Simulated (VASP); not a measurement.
# ZnSi2Pb2 (I4/mmm) in VASP: single point with PBE

Aim: the single point of ZnSi2Pb2 with PBE.

All numbers are computed with VASP 6.6.1; they aren't measurements. Logs are shortened: lines on timing, memory, paths and dates and some standing lists are left out, and cuts for length are marked.

## (1) The cell of the first run

The structure is tetragonal, space group I4/mmm (No. 139). The conventional cell has a = 3.516 Å, b = 3.516 Å, c = 18.674 Å, α = 90.00°, β = 90.00°, γ = 90.00°. Within 4.2 Å of Zn (site symmetry 4/mmm) lie 8 Pb at 3.17 Å and 4 Zn at 3.52 Å. Si (site symmetry -4m2) has 4 Si at 2.49 Å and 4 Pb at 3.23 Å within 3.3 Å. Within 4.2 Å of Pb (site symmetry 4mm) lie 4 Zn at 3.17 Å and 4 Si at 3.23 Å and 5 Pb at 3.52 to 3.93 Å.

## (2) Single point, PBE

File INCAR:

```
SYSTEM = ZnSi2Pb2
PREC = Accurate ; ENCUT = 520
EDIFF = 1E-6 ; ISMEAR = 0
SIGMA = 0.1 ; LREAL = .False.
LASPH = .True. ; NELM = 60
ALGO = Fast ; ISIF = 2
LWAVE = .False. ; LCHARG = .True.
GGA = PE ; LELF = .True.
LVHAR = .True. ; NBANDS = 32
```

File KPOINTS:

```
regular mesh
0
Gamma
  16 16 16
  0 0 0
```

File POSCAR:

```
ZnSi2Pb2
1.0
   -1.7577628625      1.7577628625      9.3368520931
    1.7577628625     -1.7577628625      9.3368520931
    1.7577628625      1.7577628625     -9.3368520931
Zn Si Pb
1 2 2
Direct
    0.0000000000      0.0000000000      0.0000000000
    0.2500000000      0.7500000000      0.5000000000
    0.7500000000      0.2500000000      0.5000000000
    0.6052041794      0.6052041794      0.0000000000
    0.3947958206      0.3947958206      0.0000000000
```

Potentials or basis: VASP PAW PBE potentials, release 64 (Zn, Si, Pb_d).

On the command line:

```console
$ cat potpaw_PBE.64/Zn/POTCAR potpaw_PBE.64/Si/POTCAR potpaw_PBE.64/Pb_d/POTCAR > POTCAR
$ mpirun -np 1 vasp_std > vasp.out
```

OUTCAR:

```text
SYSTEM = ZnSi2Pb2
   PREC = Accurate
   ENCUT = 520
   EDIFF = 1E-6
   ISMEAR = 0
   LREAL = .False.
   LASPH = .True.
   NELM = 60
   ISIF = 2
   GGA = PE

 ion  position               nearest neighbor table
   1  0.000  0.000  0.000-   4 3.17   4 3.17   4 3.17   5 3.17   4 3.17   5 3.17   5 3.17   5 3.17

   2  0.250  0.750  0.500-   3 2.49   3 2.49   3 2.49   3 2.49   5 3.23   4 3.23   4 3.23   5 3.23

   3  0.750  0.250  0.500-   2 2.49   2 2.49   2 2.49   2 2.49   5 3.23   4 3.23   4 3.23   5 3.23

   4  0.605  0.605  0.000-   1 3.17   1 3.17   1 3.17   1 3.17   3 3.23   3 3.23   2 3.23   2 3.23
                             5 3.93
   5  0.395  0.395  0.000-   1 3.17   1 3.17   1 3.17   1 3.17   3 3.23   2 3.23   2 3.23   3 3.23
                             4 3.93

  LATTYP: Found a body centered tetragonal cell.
 ALAT       =     3.5155257250
 C/A-ratio  =     5.3117814082

  Lattice vectors:

 A1 = (  -1.7577628625,   1.7577628625,   9.3368520931)
 A2 = (   1.7577628625,  -1.7577628625,   9.3368520931)
 A3 = (   1.7577628625,   1.7577628625,  -9.3368520931)

Analysis of symmetry for initial positions (statically):
=====================================================================
 Subroutine PRICEL returns:
 Original cell was already a primitive cell.

 Routine SETGRP: Setting up the symmetry group for a
 body centered tetragonal supercell.

 Subroutine GETGRP returns: Found 16 space group operations
 (whereof 16 operations were pure point group operations)
 out of a pool of 16 trial point group operations.

The static configuration has the point symmetry D_4h.

Analysis of symmetry for dynamics (positions and initial velocities):
=====================================================================
 Subroutine PRICEL returns:
 Original cell was already a primitive cell.

 Routine SETGRP: Setting up the symmetry group for a
 body centered tetragonal supercell.

 Subroutine GETGRP returns: Found 16 space group operations
 (whereof 16 operations were pure point group operations)
 out of a pool of 16 trial point group operations.

The dynamic configuration has the point symmetry D_4h.

 Subroutine INISYM returns: Found 16 space group operations
 (whereof 16 operations are pure point group operations),
 and found     1 'primitive' translations

----------------------------------------------------------------------------------------

                                     Primitive cell

  volume of cell :     115.3934

  direct lattice vectors                    reciprocal lattice vectors
    -1.757762862  1.757762862  9.336852093     0.000000000  0.284452477  0.053551239
     1.757762862 -1.757762862  9.336852093     0.284452477  0.000000000  0.053551239
     1.757762862  1.757762862 -9.336852093     0.284452477  0.284452477  0.000000000

  length of vectors
     9.662104717  9.662104717  9.662104717     0.289449386  0.289449386  0.402276551

  position of ions in fractional coordinates (direct lattice)
     0.000000000  0.000000000  0.000000000
     0.250000000  0.750000000  0.500000000
     0.750000000  0.250000000  0.500000000
     0.605204179  0.605204179  0.000000000
     0.394795821  0.394795821  0.000000000

  ion indices of the primitive-cell ions
   primitive index   ion index
                 1           1
                 2           2
                 3           3
                 4           4
                 5           5

----------------------------------------------------------------------------------------

 KPOINTS: regular mesh

Automatic generation of k-mesh.
 Grid dimensions read from file:
 generate k-points for:   16   16   16

 Generating k-lattice:

  Cartesian coordinates                     Fractional coordinates (reciprocal lattice)
     0.000000000  0.017778280  0.003346952     0.062500000  0.000000000  0.000000000
     0.017778280  0.000000000  0.003346952     0.000000000  0.062500000  0.000000000
     0.017778280  0.017778280  0.000000000     0.000000000  0.000000000  0.062500000

  Length of vectors
     0.018090587  0.018090587  0.025142284

  Shift w.r.t. Gamma in fractional coordinates (k-lattice)
     0.000000000  0.000000000  0.000000000

 Subroutine IBZKPT returns following result:
 ===========================================

 Found    349 irreducible k-points:

 Following reciprocal coordinates:
            Coordinates               Weight
  0.000000  0.000000  0.000000      1.000000
  0.062500  0.000000  0.000000      8.000000
  0.125000  0.000000  0.000000      8.000000
  0.187500  0.000000  0.000000      8.000000
  0.250000  0.000000  0.000000      8.000000
  0.312500  0.000000  0.000000      8.000000
[... 16 lines left out ...]
 -0.125000  0.062500  0.000000     16.000000
 -0.062500  0.062500  0.000000      4.000000
 [... further k-points ...]
   k-points           NKPTS =    349   k-points in BZ     NKDIM =    349   number of bands    NBANDS=     32
   number of dos      NEDOS =    301   number of ions     NIONS =      5
   total plane-waves  NPLWV = 373248
   dimension x,y,z NGX =    72 NGY =   72 NGZ =   72
   dimension x,y,z NGXF=   144 NGYF=  144 NGZF=  144
   ions per type =               1   2   2
   NGX,Y,Z   is equivalent  to a cutoff of  12.39, 12.39, 12.39 a.u.
   NGXF,Y,Z  is equivalent  to a cutoff of  24.78, 24.78, 24.78 a.u.
 SYSTEM =  ZnSi2Pb2
   PREC   = accura    normal or accurate (medium, high low for compatibility)
   ISTART =      0    job   : 0-new  1-cont  2-samecut
   ICHARG =      2    charge: 1-file 2-atom 10-const
   ISPIN  =      1    spin polarized calculation?
   LNONCOLLINEAR =      F non collinear calculations
   LSORBIT =      F    spin-orbit coupling
   LASPH  =      T    aspherical Exc in radial PAW
   ENCUT  =  520.0 eV  38.22 Ry    6.18 a.u.  17.97 17.97 17.97*2*pi/ulx,y,z
   NELM   =     60;   NELMIN=  2; NELMDL= -5     # of ELM steps
   EDIFF  = 0.1E-05   stopping-criterion for ELM
   LREAL  =      F    real-space projection
   EDIFFG = 0.1E-04   stopping-criterion for IOM
   NSW    =      0    number of steps for IOM
   IBRION =     -1    ionic relax: 0-MD 1-quasi-New 2-CG
   NFREE  =      0    steps in history (QN), initial steepest desc. (CG)
   ISIF   =      2    stress and relaxation
   ISYM   =      2    0-nonsym 1-usesym 2-fastsym
   POTIM  = 0.5000    time-step for ionic-motion
   TEBEG  =    0.0;   TEEND  =   0.0 temperature during run
   PSTRESS=    0.0 pullay stress
   NELECT =      48.0000    total number of electrons
   NUPDOWN=      -1.0000    fix difference up-down
   EMIN   =  10.00;   EMAX   =-10.00  energy-range for DOS
   EFERMI =   0.00;   METHOD = LEGACY
   ISMEAR =     0;   SIGMA  =   0.10  broadening in eV -4-tet -1-fermi 0-gaus
   EFERMI_NEDOS =   21; number of points for ismear=-14 and -15
   IALGO  =     68    algorithm
   IMIX   =      4    mixing-type and parameters
     AMIX     =   0.40;   BMIX     =  1.00
     AMIX_MAG =   1.60;   BMIX_MAG =  1.00
  volume/ion in A,a.u.               =      23.08       155.74
  Fermi-wavevector in a.u.,A,eV,Ry     =   1.222067  2.309371 20.319579  1.493447
  Thomas-Fermi vector in A             =   2.357227
   LORBIT       =      0    0 simple, 1 ext, 2 COOP (PROOUT), +10 PAW based schemes
   GGA     = PE    functional components
   LHFCALC =     F    Hartree Fock is set to
   AEXX    =    0.0000 exact exchange contribution
   IVDW    =     0    specifies the selected vdW correction
   LEPSILON=     F    determine dielectric tensor
   LRPA    =     F    only Hartree local field effects (RPA)
 non-spin polarized calculation
 RMM-DIIS sequential band-by-band and
 Gauss-broadening in eV      SIGMA  =   0.10
  energy-cutoff  :      520.00
  volume of cell :      115.39
 maximum number of plane-waves:      3162
   NGX = 35   NGY = 35   NGZ = 35

 number of electron      47.9999993 magnetization

 Free energy of the ion-electron system (eV)
  ---------------------------------------------------
  ext. energy  EPLUGINS =         0.00000000
  ---------------------------------------------------
  free energy    TOTEN  =       -17.63447243 eV

  energy without entropy =      -17.61865973  energy(sigma->0) =      -17.62656608

 E-fermi :   6.3279     XC(G=0): -10.2020

 val. band max:        6.3203102650   @ k =  -0.1250   0.5000   0.1250
 cond. band min:       6.3304849636   @ k =   0.4375   0.2500   0.0000
 fundamental gap:      0.0101746986
 Fermi energy:         6.3279377747

 k-point     1 :       0.0000    0.0000    0.0000
  band No.  band energies     occupation
      1     -10.7759      2.00000
      2     -10.7727      2.00000
      3     -10.6949      2.00000
      4     -10.6443      2.00000
      5     -10.5557      2.00000
      6     -10.5557      2.00000
[... 24 lines left out ...]
     31      10.9982      0.00000
     32      13.3101      0.00000

 k-point     2 :       0.0625    0.0000    0.0000
  band No.  band energies     occupation
      1     -10.7694      2.00000
      2     -10.7662      2.00000
      3     -10.6917      2.00000
      4     -10.6413      2.00000
      5     -10.5601      2.00000
      6     -10.5554      2.00000
[... 24 lines left out ...]
     31      11.0342      0.00000
     32      12.7715      0.00000

 k-point     3 :       0.1250    0.0000    0.0000
  band No.  band energies     occupation
      1     -10.7532      2.00000
      2     -10.7493      2.00000
      3     -10.6806      2.00000
      4     -10.6312      2.00000
      5     -10.5725      2.00000
      6     -10.5577      2.00000
[... 24 lines left out ...]
     31      11.5514      0.00000
     32      12.8426      0.00000

 k-point     4 :       0.1875    0.0000    0.0000
  band No.  band energies     occupation
      1     -10.7357      2.00000
      2     -10.7286      2.00000
      3     -10.6573      2.00000
      4     -10.6116      2.00000
      5     -10.5908      2.00000
      6     -10.5733      2.00000
[... 24 lines left out ...]
     31      11.8645      0.00000
     32      12.1570      0.00000

 k-point     5 :       0.2500    0.0000    0.0000
  band No.  band energies     occupation
      1     -10.7231      2.00000
      2     -10.7111      2.00000
      3     -10.6228      2.00000
      4     -10.6113      2.00000
      5     -10.5922      2.00000
      6     -10.5809      2.00000
[... 584 lines left out ...]
     31      11.6777      0.00000
     32      12.7135      0.00000

 k-point    22 :      -0.1875    0.0625    0.0000
  band No.  band energies     occupation
      1     -10.7267      2.00000
      2     -10.7199      2.00000
      3     -10.6568      2.00000
      4     -10.6103      2.00000
      5     -10.5905      2.00000
      6     -10.5730      2.00000
[... 24 lines left out ...]
     31      11.4432      0.00000
     32      11.7467      0.00000

 k-point    23 :      -0.1250    0.0625    0.0000
  band No.  band energies     occupation
      1     -10.7453      2.00000
      2     -10.7417      2.00000
      3     -10.6791      2.00000
      4     -10.6290      2.00000
      5     -10.5723      2.00000
      6     -10.5588      2.00000
[... 24 lines left out ...]
     31      11.2930      0.00000
     32      12.2649      0.00000

 k-point    24 :      -0.0625    0.0625    0.0000
  band No.  band energies     occupation
      1     -10.7626      2.00000
      2     -10.7595      2.00000
      3     -10.6890      2.00000
      4     -10.6384      2.00000
      5     -10.5604      2.00000
      6     -10.5592      2.00000
[... 24 lines left out ...]
     31      11.0985      0.00000
     32      12.7438      0.00000

 [... further k-points ...]
[... 5 lines left out ...]
  --------------------------------------------------------------------------------------
  -------------------------------------------------------------------------------------
  Total       -0.0283992     -0.0283992     -0.0224156      0.0000000      0.0000000      0.0000000
  in kB       -0.3943087     -0.3943087     -0.3112288      0.0000000      0.0000000      0.0000000
  external PRESSURE =      -0.3666154 kB  Pullay stress =       0.0000000 kB

 VOLUME and BASIS-vectors are now :
 -----------------------------------------------------------------------------
  energy-cutoff  :      520.00
  volume of cell :      115.39
      direct lattice vectors                 reciprocal lattice vectors
    -1.757762862  1.757762862  9.336852093     0.000000000  0.284452477  0.053551239
     1.757762862 -1.757762862  9.336852093     0.284452477  0.000000000  0.053551239
     1.757762862  1.757762862 -9.336852093     0.284452477  0.284452477  0.000000000

 POSITION                                       TOTAL-FORCE (eV/Angst)
 -----------------------------------------------------------------------------------
      0.00000      0.00000      0.00000        -0.000000     -0.000000      0.000000
      1.75776      0.00000      4.66843        -0.000000     -0.000000      0.000000
      0.00000      1.75776      4.66843        -0.000000     -0.000000      0.000000
      0.00000      0.00000     11.30140        -0.000000     -0.000000      0.003894
      0.00000      0.00000      7.37230         0.000000      0.000000     -0.003894
 -----------------------------------------------------------------------------------
    total drift:                                0.000000     -0.000000     -0.000000

  FREE ENERGIE OF THE ION-ELECTRON SYSTEM (eV)
  ---------------------------------------------------
  free  energy   TOTEN  =       -17.6344724259 eV

  energy  without entropy=      -17.6186597256  energy(sigma->0) =      -17.62656608
```

Wall time 76 min (1 thread of Intel Xeon 6975P-C (Granite Rapids), shared host); peak memory 1.7 GiB.

Results:

```
Free energy            : -17.6345 eV
Pressure               : 0.0 GPa
Largest force          : 0.004 eV/Å
Band gap on the k mesh : zero (bands 24 and 25 overlap by 3.70 eV)
```

Forces in eV/Å, atoms in the order of the input:
```
Zn   0.000  0.000  0.000
Si   0.000  0.000  0.000
Si   0.000  0.000  0.000
Pb   0.000  0.000  0.004
Pb   0.000  0.000 -0.004
```

Caveat: spin-orbit coupling is left out, which moves the levels of the heavy elements.
